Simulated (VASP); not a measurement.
# Hf (P6_3/mmc) in VASP: single point with LDA

Aim: the single point of Hf with LDA.

All numbers are computed with VASP 6.6.1; they aren't measurements. Logs are shortened: lines on timing, memory, paths and dates and some standing lists are left out, and cuts for length are marked.

## Step 1: The cell of the first run

Symmetry: P6_3/mmc, No. 194, hexagonal system. Conventional cell: a = 3.197 Å, b = 3.197 Å, c = 5.058 Å, α = 90.00°, β = 90.00°, γ = 120.00°. Within 4.1 Å of Hf (site symmetry -6m2) lie 12 Hf at 3.13 to 3.20 Å.

## Step 2: Single point, LDA

Contents of INCAR:

```
SYSTEM = Hf
  PREC = Accurate
  ENCUT = 500
  EDIFF = 1E-6
  ISMEAR = -1
  SIGMA = 0.1
  LREAL = .False.
  LASPH = .True.
  NELM = 120
  ALGO = Normal
  ISIF = 2
  LWAVE = .False.
  LCHARG = .True.
  GGA = CA
  LELF = .True.
  LVHAR = .True.
  NBANDS = 17
  GGA_COMPAT = .False.
```

Contents of KPOINTS:

```
regular mesh
0
Gamma
  6 6 4
  0 0 0
```

Contents of POSCAR:

```
Hf
1.0
    3.1967000000      0.0000000000      0.0000000000
   -1.5983500000      2.7684230000      0.0000000000
    0.0000000000      0.0000000000      5.0578000000
Hf
2
Direct
    0.3333333333      0.6666666667      0.2500000000
    0.6666666667      0.3333333333      0.7500000000
```

Potentials or basis: VASP PAW LDA potentials, release 64 (Hf_pv).

Started as:

```
$ cat potpaw_LDA.64/Hf_pv/POTCAR > POTCAR
$ mpirun -np 1 vasp_std > vasp.out
```

OUTCAR:

```text
SYSTEM = Hf
   PREC = Accurate
   ENCUT = 500
   EDIFF = 1E-6
   ISMEAR = -1
   LREAL = .False.
   LASPH = .True.
   NELM = 120
   ISIF = 2
   GGA = CA

 ion  position               nearest neighbor table
   1  0.333  0.667  0.250-   2 3.13   2 3.13   2 3.13   2 3.13   2 3.13   2 3.13
   2  0.667  0.333  0.750-   1 3.13   1 3.13   1 3.13   1 3.13   1 3.13   1 3.13

  LATTYP: Found a hexagonal cell.
 ALAT       =     3.1967000000
 C/A-ratio  =     1.5821941377

  Lattice vectors:

 A1 = (   3.1967000000,   0.0000000000,   0.0000000000)
 A2 = (  -1.5983500000,   2.7684230000,   0.0000000000)
 A3 = (   0.0000000000,   0.0000000000,   5.0578000000)

Analysis of symmetry for initial positions (statically):
=====================================================================
 Subroutine PRICEL returns:
 Original cell was already a primitive cell.

 Routine SETGRP: Setting up the symmetry group for a
 hexagonal supercell.

 Subroutine GETGRP returns: Found 24 space group operations
 (whereof 12 operations were pure point group operations)
 out of a pool of 24 trial point group operations.

The static configuration has the point symmetry D_3d.
 The point group associated with its full space group is D_6h.

Analysis of symmetry for dynamics (positions and initial velocities):
=====================================================================
 Subroutine PRICEL returns:
 Original cell was already a primitive cell.

 Routine SETGRP: Setting up the symmetry group for a
 hexagonal supercell.

 Subroutine GETGRP returns: Found 24 space group operations
 (whereof 12 operations were pure point group operations)
 out of a pool of 24 trial point group operations.

The dynamic configuration has the point symmetry D_3d.
 The point group associated with its full space group is D_6h.

 Subroutine INISYM returns: Found 24 space group operations
 (whereof 12 operations are pure point group operations),
 and found     1 'primitive' translations

----------------------------------------------------------------------------------------

                                     Primitive cell

  volume of cell :      44.7606

  direct lattice vectors                    reciprocal lattice vectors
     3.196700000  0.000000000  0.000000000     0.312822598  0.180608238  0.000000000
    -1.598350000  2.768423000  0.000000000     0.000000000  0.361216476  0.000000000
     0.000000000  0.000000000  5.057800000     0.000000000  0.000000000  0.197714421

  length of vectors
     3.196700000  3.196699646  5.057800000     0.361216436  0.361216476  0.197714421

  position of ions in fractional coordinates (direct lattice)
     0.333333333  0.666666667  0.250000000
     0.666666667  0.333333333  0.750000000

  ion indices of the primitive-cell ions
   primitive index   ion index
                 1           1
                 2           2

----------------------------------------------------------------------------------------

 KPOINTS: regular mesh

Automatic generation of k-mesh.
 Grid dimensions read from file:
 generate k-points for:    6    6    4

 Generating k-lattice:

  Cartesian coordinates                     Fractional coordinates (reciprocal lattice)
     0.052137100  0.030101373  0.000000000     0.166666667  0.000000000  0.000000000
     0.000000000  0.060202746  0.000000000     0.000000000  0.166666667  0.000000000
     0.000000000  0.000000000  0.049428605     0.000000000  0.000000000  0.250000000

  Length of vectors
     0.060202739  0.060202746  0.049428605

  Shift w.r.t. Gamma in fractional coordinates (k-lattice)
     0.000000000  0.000000000  0.000000000

 Subroutine IBZKPT returns following result:
 ===========================================

 Found     21 irreducible k-points:

 Following reciprocal coordinates:
            Coordinates               Weight
  0.000000  0.000000  0.000000      1.000000
  0.166667  0.000000  0.000000      6.000000
  0.333333  0.000000  0.000000      6.000000
  0.500000  0.000000  0.000000      3.000000
  0.166667  0.166667  0.000000      6.000000
  0.333333  0.166667  0.000000     12.000000
[... 13 lines left out ...]
  0.333333  0.166667  0.500000     12.000000
  0.333333  0.333333  0.500000      2.000000
   k-points           NKPTS =     21   k-points in BZ     NKDIM =     21   number of bands    NBANDS=     17
   number of dos      NEDOS =    301   number of ions     NIONS =      2
   total plane-waves  NPLWV =  23040
   dimension x,y,z NGX =    24 NGY =   24 NGZ =   40
   dimension x,y,z NGXF=    48 NGYF=   48 NGZF=   80
   ions per type =               2
   NGX,Y,Z   is equivalent  to a cutoff of  12.48, 12.48, 13.15 a.u.
   NGXF,Y,Z  is equivalent  to a cutoff of  24.96, 24.96, 26.30 a.u.
 SYSTEM =  Hf
   PREC   = accura    normal or accurate (medium, high low for compatibility)
   ISTART =      0    job   : 0-new  1-cont  2-samecut
   ICHARG =      2    charge: 1-file 2-atom 10-const
   ISPIN  =      1    spin polarized calculation?
   LNONCOLLINEAR =      F non collinear calculations
   LSORBIT =      F    spin-orbit coupling
   LASPH  =      T    aspherical Exc in radial PAW
   ENCUT  =  500.0 eV  36.75 Ry    6.06 a.u.   5.83  5.83  9.22*2*pi/ulx,y,z
   NELM   =    120;   NELMIN=  2; NELMDL= -5     # of ELM steps
   EDIFF  = 0.1E-05   stopping-criterion for ELM
   LREAL  =      F    real-space projection
   EDIFFG = 0.1E-04   stopping-criterion for IOM
   NSW    =      0    number of steps for IOM
   IBRION =     -1    ionic relax: 0-MD 1-quasi-New 2-CG
   NFREE  =      0    steps in history (QN), initial steepest desc. (CG)
   ISIF   =      2    stress and relaxation
   ISYM   =      2    0-nonsym 1-usesym 2-fastsym
   POTIM  = 0.5000    time-step for ionic-motion
   TEBEG  =    0.0;   TEEND  =   0.0 temperature during run
   PSTRESS=    0.0 pullay stress
   NELECT =      20.0000    total number of electrons
   NUPDOWN=      -1.0000    fix difference up-down
   EMIN   =  10.00;   EMAX   =-10.00  energy-range for DOS
   EFERMI =   0.00;   METHOD = LEGACY
   ISMEAR =    -1;   SIGMA  =   0.10  broadening in eV -4-tet -1-fermi 0-gaus
   EFERMI_NEDOS =   21; number of points for ismear=-14 and -15
   IALGO  =     38    algorithm
   IMIX   =      4    mixing-type and parameters
     AMIX     =   0.40;   BMIX     =  1.00
     AMIX_MAG =   1.60;   BMIX_MAG =  1.00
  volume/ion in A,a.u.               =      22.38       151.03
  Fermi-wavevector in a.u.,A,eV,Ry     =   1.251563  2.365112 21.312313  1.566411
  Thomas-Fermi vector in A             =   2.385505
   LORBIT       =      0    0 simple, 1 ext, 2 COOP (PROOUT), +10 PAW based schemes
   GGA     = CA    functional components
   LHFCALC =     F    Hartree Fock is set to
   AEXX    =    0.0000 exact exchange contribution
   IVDW    =     0    specifies the selected vdW correction
   LEPSILON=     F    determine dielectric tensor
   LRPA    =     F    only Hartree local field effects (RPA)
 non-spin polarized calculation
  energy-cutoff  :      500.00
  volume of cell :       44.76
 maximum number of plane-waves:      1152
 NGX is ok and might be reduce to    24
   NGX = 11   NGY = 11   NGZ = 19

 number of electron      20.0000004 magnetization

 Free energy of the ion-electron system (eV)
  ---------------------------------------------------
  ext. energy  EPLUGINS =         0.00000000
  ---------------------------------------------------
  free energy    TOTEN  =       -21.32595957 eV

  energy without entropy =      -21.25210225  energy(sigma->0) =      -21.28903091

 E-fermi :   4.8056     XC(G=0): -11.4688

 val. band max:        4.7250504100   @ k =   0.1667   0.0000   0.0000
 cond. band min:       4.8490569239   @ k =   0.3333   0.3333   0.2500
 fundamental gap:      0.1240065139
 Fermi energy:         4.8055585947

 k-point     1 :       0.0000    0.0000    0.0000
  band No.  band energies     occupation
      1     -26.1395      2.00000
      2     -25.3930      2.00000
      3     -25.3930      2.00000
      4     -25.2623      2.00000
      5     -25.2623      2.00000
      6     -25.2540      2.00000
[... 9 lines left out ...]
     16       7.3292      0.00000
     17      10.0327      0.00000

 k-point     2 :       0.1667    0.0000    0.0000
  band No.  band energies     occupation
      1     -26.0688      2.00000
      2     -25.5387      2.00000
      3     -25.4408      2.00000
      4     -25.4133      2.00000
      5     -25.2880      2.00000
      6     -25.2829      2.00000
[... 9 lines left out ...]
     16       7.4378      0.00000
     17      10.5135      0.00000

 k-point     3 :       0.3333    0.0000    0.0000
  band No.  band energies     occupation
      1     -25.8956      2.00000
      2     -25.8298      2.00000
      3     -25.6934      2.00000
      4     -25.5297      2.00000
      5     -25.3870      2.00000
      6     -25.3291      2.00000
[... 9 lines left out ...]
     16       9.3500      0.00000
     17      11.0141      0.00000

 k-point     4 :       0.5000    0.0000    0.0000
  band No.  band energies     occupation
      1     -25.9739      2.00000
      2     -25.8248      2.00000
      3     -25.7660      2.00000
      4     -25.5720      2.00000
      5     -25.4793      2.00000
      6     -25.3537      2.00000
[... 9 lines left out ...]
     16      11.1505      0.00000
     17      11.7323      0.00000
[... 283 lines left out ...]
      1     -25.8571      2.00000
      2     -25.8571      2.00000
      3     -25.4959      2.00000
      4     -25.4959      2.00000
      5     -25.4052      2.00000
      6     -25.4052      2.00000
[... 9 lines left out ...]
     16       9.3902      0.00000
     17      10.2590      0.00000

 k-point    20 :       0.3333    0.1667    0.5000
  band No.  band energies     occupation
      1     -25.9803      2.00000
      2     -25.9803      2.00000
      3     -25.5925      2.00000
      4     -25.5925      2.00000
      5     -25.4110      2.00000
      6     -25.4110      2.00000
[... 9 lines left out ...]
     16      10.2903      0.00000
     17      11.5543      0.00000

 k-point    21 :       0.3333    0.3333    0.5000
  band No.  band energies     occupation
      1     -25.9379      2.00000
      2     -25.9379      2.00000
      3     -25.7280      2.00000
      4     -25.7280      2.00000
      5     -25.3963      2.00000
      6     -25.3963      2.00000
[... 9 lines left out ...]
     16       9.7765      0.00000
     17      13.3656      0.00000

------------------------ aborting loop because EDIFF is reached ----------------------------------------

  FORCE on cell =-STRESS in cart. coord.  units (eV):
  Direction    XX          YY          ZZ          XY          YZ          ZX
  --------------------------------------------------------------------------------------
  -------------------------------------------------------------------------------------
  Total       -2.1843392     -2.1843385     -1.9655607      0.0000000      0.0000000     -0.0000000
  in kB      -78.1870220    -78.1869990    -70.3559884      0.0000000      0.0000000     -0.0000000
  external PRESSURE =     -75.5766698 kB  Pullay stress =       0.0000000 kB

 VOLUME and BASIS-vectors are now :
 -----------------------------------------------------------------------------
  energy-cutoff  :      500.00
  volume of cell :       44.76
      direct lattice vectors                 reciprocal lattice vectors
     3.196700000  0.000000000  0.000000000     0.312822598  0.180608238  0.000000000
    -1.598350000  2.768423000  0.000000000     0.000000000  0.361216476  0.000000000
     0.000000000  0.000000000  5.057800000     0.000000000  0.000000000  0.197714421

 POSITION                                       TOTAL-FORCE (eV/Angst)
 -----------------------------------------------------------------------------------
     -0.00000      1.84562      1.26445         0.000000      0.000000      0.000000
      1.59835      0.92281      3.79335        -0.000000     -0.000000      0.000000
 -----------------------------------------------------------------------------------
    total drift:                                0.000000     -0.000000      0.000000

  FREE ENERGIE OF THE ION-ELECTRON SYSTEM (eV)
  ---------------------------------------------------
  free  energy   TOTEN  =       -21.3259595681 eV

  energy  without entropy=      -21.2521022466  energy(sigma->0) =      -21.28903091
```

It took 4.7 s on 1 thread of Intel Xeon 6975P-C (Granite Rapids), shared host; peak memory 0.14 GiB.

What came out:

```
Free energy            : -21.3260 eV
Pressure               : -7.6 GPa
Band gap on the k mesh : zero (bands 10 and 11 overlap by 1.25 eV)
```

Caveat: the k points lie up to 0.38 Å⁻¹ apart, too coarse for converged energies and pressures of a metal; spin-orbit coupling is left out, which moves the levels of the heavy elements.

The gap in the log of VASP goes by the Fermi energy; the results here count the filled bands.